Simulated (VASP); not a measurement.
# C (Pmna) in VASP: a series of runs

The runs below take C through single point, with PBE.

All numbers are computed with VASP 6.6.1; they aren't measurements. Logs are shortened: lines on timing, memory, paths and dates and some standing lists are left out, and cuts for length are marked.

## (1) The cell of the first run

It takes space group Pmna (No. 53, orthorhombic). Conventional cell: a = 4.864 Å, b = 3.641 Å, c = 2.370 Å, α = 90.00°, β = 90.00°, γ = 90.00°. Within 1.9 Å of C (site symmetry m) lie 3 C at 1.46 to 1.47 Å. Within 1.9 Å of C (site symmetry 2) lie 4 C at 1.46 Å.

## (2) Single point, PBE

Input file INCAR:

```
ALGO     = Normal         # electronic algorithm
EDIFF    = 1E-6           # SCF threshold, eV
ENCUT    = 520            # plane-wave cutoff, eV
GGA      = PE             # functional
ISIF     = 2              # what is computed and relaxed
ISMEAR   = 0              # smearing method
LASPH    = True           # aspherical terms in the spheres
LCHARG   = True           # write CHGCAR
LELF     = True           # ELF
LREAL    = False          # projectors in reciprocal space
LVHAR    = True         
LWAVE    = False          # write WAVECAR
NBANDS   = 26             # bands
NELM     = 100            # most SCF steps
PREC     = Accurate       # precision mode
SIGMA    = 0.1            # smearing width, eV
```

Input file KPOINTS:

```
k-points
0
Gamma
  4 6 8
```

Input file POSCAR:

```
C
1.0
    4.8639432100      0.0000000000      0.0000000000
    0.0000000000      3.6412474000      0.0000000000
    0.0000000000      0.0000000000      2.3703553100
C
8
Direct
    0.0000000000      0.1697209300      0.1690973500
    0.5000000000      0.8302790700      0.6690973500
    0.5000000000      0.1697209300      0.3309026500
    0.0000000000      0.8302790700      0.8309026500
    0.2500000000      0.3832403400      0.2500000000
    0.2500000000      0.6167596600      0.7500000000
    0.7500000000      0.6167596600      0.7500000000
    0.7500000000      0.3832403400      0.2500000000
```

Potentials or basis: VASP PAW PBE potentials, release 64 (C).

Run with:

```bash
> cat potpaw_PBE.64/C/POTCAR > POTCAR
> mpirun -np 1 vasp_std > vasp.out
```

OUTCAR:

```text
EDIFF = 1E-6
   ENCUT = 520
   GGA = PE
   ISIF = 2
   ISMEAR = 0
   LASPH = True
   LREAL = False
   NELM = 100
   PREC = Accurate

 ion  position               nearest neighbor table
   1  0.000  0.170  0.169-   5 1.46   8 1.46   4 1.47   4 2.00
   2  0.500  0.830  0.669-   6 1.46   7 1.46   3 1.47   3 2.00
   3  0.500  0.170  0.331-   5 1.46   8 1.46   2 1.47   2 2.00
   4  0.000  0.830  0.831-   6 1.46   7 1.46   1 1.47   1 2.00
   5  0.250  0.383  0.250-   1 1.46   3 1.46   6 1.46   6 1.46
   6  0.250  0.617  0.750-   2 1.46   4 1.46   5 1.46   5 1.46
   7  0.750  0.617  0.750-   2 1.46   4 1.46   8 1.46   8 1.46
   8  0.750  0.383  0.250-   1 1.46   3 1.46   7 1.46   7 1.46

  LATTYP: Found a simple orthorhombic cell.
 ALAT       =     2.3703553100
 B/A-ratio  =     1.5361610070
 C/A-ratio  =     2.0519890792

  Lattice vectors:

 A1 = (   0.0000000000,   0.0000000000,  -2.3703553100)
 A2 = (   0.0000000000,   3.6412474000,   0.0000000000)
 A3 = (   4.8639432100,   0.0000000000,   0.0000000000)

Analysis of symmetry for initial positions (statically):
=====================================================================
 Subroutine PRICEL returns:
 Original cell was already a primitive cell.

 Routine SETGRP: Setting up the symmetry group for a
 simple orthorhombic supercell.

 Subroutine GETGRP returns: Found  8 space group operations
 (whereof  4 operations were pure point group operations)
 out of a pool of  8 trial point group operations.

The static configuration has the point symmetry C_2h.
 The point group associated with its full space group is D_2h.

Analysis of symmetry for dynamics (positions and initial velocities):
=====================================================================
 Subroutine PRICEL returns:
 Original cell was already a primitive cell.

 Routine SETGRP: Setting up the symmetry group for a
 simple orthorhombic supercell.

 Subroutine GETGRP returns: Found  8 space group operations
 (whereof  4 operations were pure point group operations)
 out of a pool of  8 trial point group operations.

The dynamic configuration has the point symmetry C_2h.
 The point group associated with its full space group is D_2h.

 Subroutine INISYM returns: Found  8 space group operations
 (whereof  4 operations are pure point group operations),
 and found     1 'primitive' translations

----------------------------------------------------------------------------------------

                                     Primitive cell

  volume of cell :      41.9809

  direct lattice vectors                    reciprocal lattice vectors
     4.863943210  0.000000000  0.000000000     0.205594506  0.000000000  0.000000000
     0.000000000  3.641247400  0.000000000     0.000000000  0.274631161  0.000000000
     0.000000000  0.000000000  2.370355310     0.000000000  0.000000000  0.421877680

  length of vectors
     4.863943210  3.641247400  2.370355310     0.205594506  0.274631161  0.421877680

  position of ions in fractional coordinates (direct lattice)
     0.000000000  0.169720930  0.169097350
     0.500000000  0.830279070  0.669097350
     0.500000000  0.169720930  0.330902650
     0.000000000  0.830279070  0.830902650
     0.250000000  0.383240340  0.250000000
     0.250000000  0.616759660  0.750000000
     0.750000000  0.616759660  0.750000000
     0.750000000  0.383240340  0.250000000

  ion indices of the primitive-cell ions
   primitive index   ion index
                 1           1
                 2           2
                 3           3
                 4           4
                 5           5
                 6           6
                 7           7
                 8           8

----------------------------------------------------------------------------------------

 KPOINTS: k-points

Automatic generation of k-mesh.
 Grid dimensions read from file:
 generate k-points for:    4    6    8

 Generating k-lattice:

  Cartesian coordinates                     Fractional coordinates (reciprocal lattice)
     0.051398626  0.000000000  0.000000000     0.250000000  0.000000000  0.000000000
     0.000000000  0.045771860  0.000000000     0.000000000  0.166666667  0.000000000
     0.000000000  0.000000000  0.052734710     0.000000000  0.000000000  0.125000000

  Length of vectors
     0.051398626  0.045771860  0.052734710

  Shift w.r.t. Gamma in fractional coordinates (k-lattice)
     0.000000000  0.000000000  0.000000000

 Subroutine IBZKPT returns following result:
 ===========================================

 Found     60 irreducible k-points:

 Following reciprocal coordinates:
            Coordinates               Weight
  0.000000  0.000000  0.000000      1.000000
  0.250000  0.000000  0.000000      2.000000
  0.500000  0.000000  0.000000      1.000000
  0.000000  0.166667  0.000000      2.000000
  0.250000  0.166667  0.000000      4.000000
  0.500000  0.166667  0.000000      2.000000
[... 16 lines left out ...]
  0.250000  0.500000  0.125000      4.000000
  0.500000  0.500000  0.125000      2.000000
 [... further k-points ...]
   k-points           NKPTS =     60   k-points in BZ     NKDIM =     60   number of bands    NBANDS=     26
   number of dos      NEDOS =    301   number of ions     NIONS =      8
   total plane-waves  NPLWV =  18144
   dimension x,y,z NGX =    36 NGY =   28 NGZ =   18
   dimension x,y,z NGXF=    72 NGYF=   56 NGZF=   36
   ions per type =               8
   NGX,Y,Z   is equivalent  to a cutoff of  12.30, 12.78, 12.62 a.u.
   NGXF,Y,Z  is equivalent  to a cutoff of  24.61, 25.57, 25.25 a.u.
 SYSTEM =  unknown system
   PREC   = accura    normal or accurate (medium, high low for compatibility)
   ISTART =      0    job   : 0-new  1-cont  2-samecut
   ICHARG =      2    charge: 1-file 2-atom 10-const
   ISPIN  =      1    spin polarized calculation?
   LNONCOLLINEAR =      F non collinear calculations
   LSORBIT =      F    spin-orbit coupling
   LASPH  =      T    aspherical Exc in radial PAW
   ENCUT  =  520.0 eV  38.22 Ry    6.18 a.u.   9.04  6.77  4.41*2*pi/ulx,y,z
   NELM   =    100;   NELMIN=  2; NELMDL= -5     # of ELM steps
   EDIFF  = 0.1E-05   stopping-criterion for ELM
   LREAL  =      F    real-space projection
   EDIFFG = 0.1E-04   stopping-criterion for IOM
   NSW    =      0    number of steps for IOM
   IBRION =     -1    ionic relax: 0-MD 1-quasi-New 2-CG
   NFREE  =      0    steps in history (QN), initial steepest desc. (CG)
   ISIF   =      2    stress and relaxation
   ISYM   =      2    0-nonsym 1-usesym 2-fastsym
   POTIM  = 0.5000    time-step for ionic-motion
   TEBEG  =    0.0;   TEEND  =   0.0 temperature during run
   PSTRESS=    0.0 pullay stress
   NELECT =      32.0000    total number of electrons
   NUPDOWN=      -1.0000    fix difference up-down
   EMIN   =  10.00;   EMAX   =-10.00  energy-range for DOS
   EFERMI =   0.00;   METHOD = LEGACY
   ISMEAR =     0;   SIGMA  =   0.10  broadening in eV -4-tet -1-fermi 0-gaus
   EFERMI_NEDOS =   21; number of points for ismear=-14 and -15
   IALGO  =     38    algorithm
   IMIX   =      4    mixing-type and parameters
     AMIX     =   0.40;   BMIX     =  1.00
     AMIX_MAG =   1.60;   BMIX_MAG =  1.00
  volume/ion in A,a.u.               =       5.25        35.41
  Fermi-wavevector in a.u.,A,eV,Ry     =   1.495458  2.826005 30.427981  2.236394
  Thomas-Fermi vector in A             =   2.607600
   LORBIT       =      0    0 simple, 1 ext, 2 COOP (PROOUT), +10 PAW based schemes
   GGA     = PE    functional components
   LHFCALC =     F    Hartree Fock is set to
   AEXX    =    0.0000 exact exchange contribution
   IVDW    =     0    specifies the selected vdW correction
   LEPSILON=     F    determine dielectric tensor
   LRPA    =     F    only Hartree local field effects (RPA)
 non-spin polarized calculation
 Gauss-broadening in eV      SIGMA  =   0.10
  energy-cutoff  :      520.00
  volume of cell :       41.98
 maximum number of plane-waves:      1152
   NGX = 19   NGY = 13   NGZ =  9

 number of electron      32.0000004 magnetization

 Free energy of the ion-electron system (eV)
  ---------------------------------------------------
  ext. energy  EPLUGINS =         0.00000000
  ---------------------------------------------------
  free energy    TOTEN  =       -66.84428466 eV

  energy without entropy =      -66.84021333  energy(sigma->0) =      -66.84224899

 E-fermi :  13.2884     XC(G=0): -13.6588

 val. band max:       13.2802839219   @ k =   0.2500   0.1667   0.0000
 cond. band min:      13.3247475602   @ k =   0.2500   0.0000   0.5000
 fundamental gap:      0.0444636382
 Fermi energy:        13.2884017832

 k-point     1 :       0.0000    0.0000    0.0000
  band No.  band energies     occupation
      1     -12.0189      2.00000
      2      -7.6200      2.00000
      3      -6.8017      2.00000
      4      -3.5189      2.00000
      5      -2.8976      2.00000
      6       0.3127      2.00000
[... 18 lines left out ...]
     25      22.5254      0.00000
     26      23.7102      0.00000

 k-point     2 :       0.2500    0.0000    0.0000
  band No.  band energies     occupation
      1     -11.7129      2.00000
      2      -9.3078      2.00000
      3      -4.7016      2.00000
      4      -3.2535      2.00000
      5      -2.7124      2.00000
      6      -1.1638      2.00000
[... 18 lines left out ...]
     25      22.1834      0.00000
     26      22.9067      0.00000

 k-point     3 :       0.5000    0.0000    0.0000
  band No.  band energies     occupation
      1     -10.8008      2.00000
      2     -10.8008      2.00000
      3      -2.6906      2.00000
      4      -2.6906      2.00000
      5      -2.4620      2.00000
      6      -2.4620      2.00000
[... 18 lines left out ...]
     25      22.1533      0.00000
     26      22.1533      0.00000

 k-point     4 :       0.0000    0.1667    0.0000
  band No.  band energies     occupation
      1     -11.8060      2.00000
      2      -7.4551      2.00000
      3      -6.5660      2.00000
      4      -5.6344      2.00000
      5      -1.1107      2.00000
      6      -0.8805      2.00000
[... 18 lines left out ...]
     25      22.6380      0.00000
     26      22.8440      0.00000

 k-point     5 :       0.2500    0.1667    0.0000
  band No.  band energies     occupation
      1     -11.5008      2.00000
      2      -9.1047      2.00000
      3      -5.3600      2.00000
      4      -4.6235      2.00000
      5      -2.6868      2.00000
      6      -0.4001      2.00000
[... 18 lines left out ...]
     25      22.2884      0.00000
     26      23.2383      0.00000

 k-point     6 :       0.5000    0.1667    0.0000
  band No.  band energies     occupation
      1     -10.5912      2.00000
      2     -10.5912      2.00000
      3      -4.5858      2.00000
      4      -4.5858      2.00000
      5      -1.4111      2.00000
      6      -1.4111      2.00000
[... 427 lines left out ...]
 k-point    21 :       0.5000    0.3333    0.1250
  band No.  band energies     occupation
      1      -9.7119      2.00000
      2      -9.7024      2.00000
      3      -6.1126      2.00000
      4      -6.1047      2.00000
      5      -0.4978      2.00000
      6      -0.4298      2.00000
[... 18 lines left out ...]
     25      23.0068      0.00000
     26      23.4632      0.00000

 k-point    22 :       0.0000    0.5000    0.1250
  band No.  band energies     occupation
      1     -10.4243      2.00000
      2      -8.1833      2.00000
      3      -6.4938      2.00000
      4      -4.6521      2.00000
      5      -4.1209      2.00000
      6      -2.7793      2.00000
[... 18 lines left out ...]
     25      22.9779      0.00000
     26      23.3900      0.00000

 k-point    23 :       0.2500    0.5000    0.1250
  band No.  band energies     occupation
      1     -10.1263      2.00000
      2      -7.8873      2.00000
      3      -7.8182      2.00000
      4      -5.5687      2.00000
      5      -2.8169      2.00000
      6      -0.8732      2.00000
[... 18 lines left out ...]
     25      22.4748      0.00000
     26      22.6778      0.00000

 k-point    24 :       0.5000    0.5000    0.1250
  band No.  band energies     occupation
      1      -9.2412      2.00000
      2      -9.2412      2.00000
      3      -7.0009      2.00000
      4      -7.0009      2.00000
      5       0.0470      2.00000
      6       0.0470      2.00000
[... 18 lines left out ...]
     25      22.3694      0.00000
     26      22.3694      0.00000

 [... further k-points ...]
[... 5 lines left out ...]
  --------------------------------------------------------------------------------------
  -------------------------------------------------------------------------------------
  Total       16.4535608      8.8198407     27.7817075      0.0000000      0.0000000      0.0000000
  in kB      627.9402910    336.6039350   1060.2722208      0.0000000      0.0000000      0.0000000
  external PRESSURE =     674.9388156 kB  Pullay stress =       0.0000000 kB

 VOLUME and BASIS-vectors are now :
 -----------------------------------------------------------------------------
  energy-cutoff  :      520.00
  volume of cell :       41.98
      direct lattice vectors                 reciprocal lattice vectors
     4.863943210  0.000000000  0.000000000     0.205594506  0.000000000  0.000000000
     0.000000000  3.641247400  0.000000000     0.000000000  0.274631161  0.000000000
     0.000000000  0.000000000  2.370355310     0.000000000  0.000000000  0.421877680

 POSITION                                       TOTAL-FORCE (eV/Angst)
 -----------------------------------------------------------------------------------
      0.00000      0.61800      0.40082        -0.000000     -5.899906      3.164564
      2.43197      3.02325      1.58600        -0.000000      5.899906      3.164564
      2.43197      0.61800      0.78436        -0.000000     -5.899906     -3.164564
      0.00000      3.02325      1.96953        -0.000000      5.899906     -3.164564
      1.21599      1.39547      0.59259        -0.000000     -2.190052     -0.000000
      1.21599      2.24577      1.77777         0.000000      2.190052     -0.000000
      3.64796      2.24577      1.77777         0.000000      2.190052      0.000000
      3.64796      1.39547      0.59259         0.000000     -2.190052      0.000000
 -----------------------------------------------------------------------------------
    total drift:                                0.000000      0.000000     -0.000000

  FREE ENERGIE OF THE ION-ELECTRON SYSTEM (eV)
  ---------------------------------------------------
  free  energy   TOTEN  =       -66.8442846579 eV

  energy  without entropy=      -66.8402133253  energy(sigma->0) =      -66.84224899
```

Wall time 49 s (1 thread of AMD EPYC 7R13 (Zen 3), shared host); peak memory 0.14 GiB.

Results:

- Free energy: -66.8443 eV
- Pressure: 67.5 GPa
- Largest force: 6.695 eV/Å
- Band gap on the k mesh: zero (band 16 reaches 13.76 eV, above the bottom of band 17 at 12.68 eV)

Forces in eV/Å, atoms in the order of the input:
```
C    0.000 -5.900  3.165
C    0.000  5.900  3.165
C    0.000 -5.900 -3.165
C    0.000  5.900 -3.165
C    0.000 -2.190  0.000
C    0.000  2.190  0.000
C    0.000  2.190  0.000
C    0.000 -2.190  0.000
```

Caveat: forces of over 1 eV/Å act on the atoms, so gaps and moduli don't describe the material at rest.

## (3) Single point, PBE, collinear spin, ferromagnetic start

Input file INCAR:

```
SYSTEM = C
  PREC = Accurate
  ENCUT = 520
  EDIFF = 1E-6
  ISMEAR = 0
  SIGMA = 0.1
  LREAL = .False.
  LASPH = .True.
  NELM = 150
  ALGO = Normal
  ISIF = 2
  LWAVE = .False.
  LCHARG = .False.
  ISPIN = 2
  MAGMOM = 1 1 1 1 1 1 1 1
  LORBIT = 11
  GGA = PE
  NBANDS = 30
```

Input file KPOINTS:

```
Automatic mesh
0
Gamma
  4 6 8
  0 0 0
```

POSCAR is that of step 2.

Potentials or basis: VASP PAW PBE potentials, release 64 (C).

Run with:

```bash
> cat potpaw_PBE.64/C/POTCAR > POTCAR
> mpirun -np 1 vasp_std > vasp.out
```

Run time: 2.3 min. Hardware: 1 thread of AMD EPYC 7R13 (Zen 3), shared host; peak memory 0.19 GiB.

The run converged. Its results:

* Free energy: -66.8443 eV
* Pressure: 67.5 GPa
* Largest force: 6.695 eV/Å
* Band gap on the k mesh: zero (filled and empty bands overlap)
* Net moment: 0.00 μB per cell
* Valence electrons inside the program's atomic spheres: C 2.63, 2.77

Forces on the atoms (eV/Å):
```
C    0.000 -5.900  3.165
C    0.000  5.900  3.165
C    0.000 -5.900 -3.165
C    0.000  5.900 -3.165
C    0.000 -2.190  0.000
C    0.000  2.190  0.000
C    0.000  2.190  0.000
C    0.000 -2.190  0.000
```

Stress tensor (GPa, compression positive):
```
 62.79   0.00   0.00
  0.00  33.66   0.00
  0.00   0.00 106.02
```

Levels at points of the mesh, in eV from the Fermi level:
Spin up:
| k point | band 13 | band 14 | band 15 | band 16 | band 17 | band 18 | band 19 | band 20 |
| --- | --- | --- | --- | --- | --- | --- | --- | --- |
| (0.00, 0.00, 0.00) | -4.19 | -3.96 | -0.23 | 0.34 | 0.49 | 1.23 | 2.99 | 3.26 |
| (0.50, 0.00, 0.00) | -6.26 | -6.26 | 0.47 | 0.47 | 0.57 | 0.57 | 5.55 | 5.55 |
| (0.00, 0.50, 0.00) | -6.27 | -5.59 | -1.81 | -0.06 | 0.21 | 2.78 | 2.98 | 4.54 |
| (0.50, 0.50, 0.00) | -6.39 | -6.39 | -1.10 | -1.10 | 2.02 | 2.02 | 5.35 | 5.35 |
| (0.00, 0.00, 0.50) | -7.71 | -7.71 | -6.28 | -6.28 | -0.61 | -0.61 | 2.93 | 2.93 |
| (0.50, 0.00, 0.50) | -9.30 | -9.30 | -8.08 | -8.08 | 0.93 | 0.93 | 3.64 | 3.64 |
| (0.00, 0.50, 0.50) | -5.92 | -5.92 | -5.23 | -5.23 | 1.38 | 1.38 | 6.39 | 6.39 |
| (0.50, 0.50, 0.50) | -7.40 | -7.40 | -6.38 | -6.38 | 1.37 | 1.37 | 5.26 | 5.26 |
Spin down:
| k point | band 13 | band 14 | band 15 | band 16 | band 17 | band 18 | band 19 | band 20 |
| --- | --- | --- | --- | --- | --- | --- | --- | --- |
| (0.00, 0.00, 0.00) | -4.19 | -3.96 | -0.23 | 0.34 | 0.49 | 1.23 | 2.99 | 3.26 |
| (0.50, 0.00, 0.00) | -6.26 | -6.26 | 0.47 | 0.47 | 0.57 | 0.57 | 5.55 | 5.55 |
| (0.00, 0.50, 0.00) | -6.27 | -5.59 | -1.81 | -0.06 | 0.21 | 2.78 | 2.98 | 4.54 |
| (0.50, 0.50, 0.00) | -6.39 | -6.39 | -1.10 | -1.10 | 2.02 | 2.02 | 5.35 | 5.35 |
| (0.00, 0.00, 0.50) | -7.71 | -7.71 | -6.28 | -6.28 | -0.61 | -0.61 | 2.93 | 2.93 |
| (0.50, 0.00, 0.50) | -9.30 | -9.30 | -8.08 | -8.08 | 0.93 | 0.93 | 3.64 | 3.64 |
| (0.00, 0.50, 0.50) | -5.92 | -5.92 | -5.23 | -5.23 | 1.38 | 1.38 | 6.39 | 6.39 |
| (0.50, 0.50, 0.50) | -7.40 | -7.40 | -6.38 | -6.38 | 1.37 | 1.37 | 5.26 | 5.26 |

Caveat: forces of over 1 eV/Å act on the atoms, so gaps and moduli don't describe the material at rest.
